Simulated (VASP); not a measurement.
# Te2Mo: single point with r2SCAN+rVV10

**Measured values to compare with.**

“Broadband infrared study of pressure-tunable Fano resonance and metallization transition in 2H-MoTe2”, 2022, pmc:9569381 quotes, for a bulk crystal of Te2Mo at 300 K: band gap 0.88 ± 0.05 eV (indirect).

Te2Mo:

```
CELL_PARAMETERS angstrom
3.54185 0.00000 0.00000
-1.77093 3.06734 0.00000
0.00000 0.00000 14.18143
ATOMIC_POSITIONS crystal
Te 0.66667 0.33333 0.37655
Te 0.33333 0.66667 0.87655
Te 0.66667 0.33333 0.12345
Te 0.33333 0.66667 0.62345
Mo 0.66667 0.33333 0.75000
Mo 0.33333 0.66667 0.25000
```

```
Program                : VASP 6.6.1
Task                   : single point
Functional             : r2SCAN
Dispersion             : rVV10
Potentials or basis    : VASP PAW PBE potentials, release 64 (Te, Mo_sv)
Cutoff                 : 520 eV
k mesh                 : 9 × 9 × 2
Occupations            : fermi-dirac, width 0.05 eV
Spin                   : no spin polarisation
Dipole correction      : no
Further INCAR settings : ALGO = Normal; EDIFF = 1e-07; NBANDS = 35
```

The pressure is 0.4 GPa, the largest force is 0.048 eV/Å and the band gap on the k mesh is 0.93 eV, indirect (least direct gap 1.09 eV).

Forces in eV/Å, atoms in the order of the input:
```
Te   0.000  0.000  0.048
Te   0.000  0.000  0.048
Te   0.000  0.000 -0.048
Te   0.000  0.000 -0.048
Mo   0.000  0.000  0.000
Mo   0.000  0.000  0.000
```

Stress tensor (GPa, compression positive):
```
0.39 0.00 0.00
0.00 0.39 0.00
0.00 0.00 0.47
```

Levels at points of the mesh, in eV from the valence-band top:
```
           k point  band 23  band 24  band 25  band 26  band 27  band 28  band 29  band 30
(0.00, 0.00, 0.00)    -1.14    -0.99    -0.50     0.00     2.99     2.99     3.10     3.10
(0.00, 0.00, 0.50)    -1.16    -1.16    -0.12    -0.12     3.02     3.02     3.02     3.02
```

Wall time 8.4 min on 1 thread of Intel(R) Xeon(R) 6975P-C (Granite Rapids), on a shared host, peak memory 0.66 GiB.

Measured gap of Te2Mo: 0.88 eV (indirect; 300 K; quoted in “Broadband infrared study of pressure-tunable Fano resonance and metallization transition in 2H-MoTe2”, 2022, pmc:9569381). This calculation gives 0.93 eV (+0.05 eV). Spin-orbit coupling on Mo, Te is left out. The value is that of r2SCAN+rVV10 on a finite k mesh, which can miss the band edges, without temperature or zero-point motion.

Caveat: the PAW data sets were made with another functional, which shifts forces and pressure a little; spin-orbit coupling is left out, which moves the levels of the heavy elements.
